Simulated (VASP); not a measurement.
Here is a VASP 6.6.1 calculation.

File INCAR:

```
PREC     = Accurate       # precision mode
ENCUT    = 520            # plane-wave cutoff, eV
EDIFF    = 1E-6           # SCF threshold, eV
ISMEAR   = -1             # smearing method
SIGMA    = 0.06122561905347299 # smearing width, eV
LREAL    = F              # projectors in reciprocal space
LASPH    = T              # aspherical terms in the spheres
NELM     = 100            # most SCF steps
ALGO     = Normal         # electronic algorithm
ISIF     = 2              # what is computed and relaxed
LWAVE    = F              # write WAVECAR
LCHARG   = F              # write CHGCAR
GGA      = PE             # functional
NBANDS   = 14             # bands
```

File KPOINTS:

```
regular mesh
0
Gamma
  25 25 25
```

The input POSCAR:

```
Rh
1.0
    0.0000000000      1.9281314624      1.9281314624
    1.9281314624      0.0000000000      1.9281314624
    1.9281314624      1.9281314624      0.0000000000
Rh
1
Direct
    0.0000000000      0.0000000000      0.0000000000
```

Potentials or basis: VASP PAW PBE potentials, release 64 (Rh_pv).

Launch:

```bash
$ cat potpaw_PBE.64/Rh_pv/POTCAR > POTCAR
$ mpirun -np 1 vasp_std > vasp.out
```

(1) What does it give for the band gap on the k mesh?

(2) What does it give for the pressure?

Results:

(1) zero (an odd number of electrons rules out a gap without spin polarisation).

(2) -4.9 GPa.

Caveat: the cell stands under tension.
